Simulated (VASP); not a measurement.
RbFeCl3: single point with LDA+U

Crystal: RbFeCl3.

```
Rb Fe Cl
1.0
     4.93012    0.00000    0.00000
     0.00000    4.93012    0.00000
     0.00000    0.00000    4.93012
Rb Fe Cl
1 1 3
Direct
  0.50000 0.50000 0.50000
  0.00000 0.00000 0.00000
  0.50000 0.00000 0.00000
  0.00000 0.50000 0.00000
  0.00000 0.00000 0.50000
```

```json
{
 "Program": "VASP 6.6.1",
 "Task": "single point",
 "Functional": "LDA",
 "Potentials or basis": "VASP PAW LDA potentials, release 64 (Rb_sv, Fe, Cl)",
 "Cutoff": "520 eV",
 "k mesh": "4 × 4 × 4",
 "Occupations": "fermi-dirac, width 0.05 eV",
 "Spin": "collinear spin, ferromagnetic start",
 "Starting moments": "[0.0, 3.5, 0.0, 0.0, 0.0] μB",
 "Hubbard terms": "Fe d U = 6.0 eV"
}
```

- Pressure: -3.1 GPa
- Band gap on the k mesh: zero (filled and empty bands overlap)
- Net moment: 4.00 μB per cell
- Site moments: Rb +0.00; Fe +3.81; Cl +0.06 μB
- Valence electrons inside the program's atomic spheres: Rb 7.29; Fe 6.64; Cl 5.12

Levels at points of the mesh, in eV from the Fermi level:
Spin up:
```csv
k point,band 18,band 19,band 20,band 21,band 22,band 23,band 24,band 25
"(0.00, 0.00, 0.00)",-3.25,-2.86,-2.86,-2.86,1.12,3.08,4.10,4.10
"(0.50, 0.00, 0.00)",-3.31,-3.31,-3.10,-3.10,3.76,5.01,5.51,5.74
"(0.50, 0.50, 0.00)",-3.45,-3.45,-2.46,-2.02,5.71,5.71,5.84,6.29
"(0.50, 0.50, 0.50)",-2.44,-2.44,-2.00,-2.00,4.18,4.18,4.18,4.44
```
Spin down:
```csv
k point,band 13,band 14,band 15,band 16,band 17,band 18,band 19,band 20
"(0.00, 0.00, 0.00)",-3.19,-2.77,-2.77,-2.77,-0.44,-0.44,-0.44,1.50
"(0.50, 0.00, 0.00)",-3.73,-3.49,-3.02,-3.02,-0.41,0.20,0.20,1.51
"(0.50, 0.50, 0.00)",-3.88,-3.57,-3.57,-2.40,0.20,0.20,0.38,1.55
"(0.50, 0.50, 0.50)",-4.17,-2.37,-2.37,-2.37,0.41,0.41,0.41,3.29
```

Eigenvalues of the final occupation matrices:
```csv
site,spin,trace,eigenvalues
site 2 d,1,4.92,0.97 0.97 0.97 1.01 1.01
site 2 d,2,1.15,0.09 0.09 0.33 0.33 0.33
```

Wall time 3.5 min on 1 thread of Oxide Virtual Turin-like Processor, on a shared host, peak memory 0.21 GiB.

Caveat: a cell with one magnetic atom can't hold antiferromagnetic order, which such compounds often take. The state reached can hang on the start; a lower one may exist.
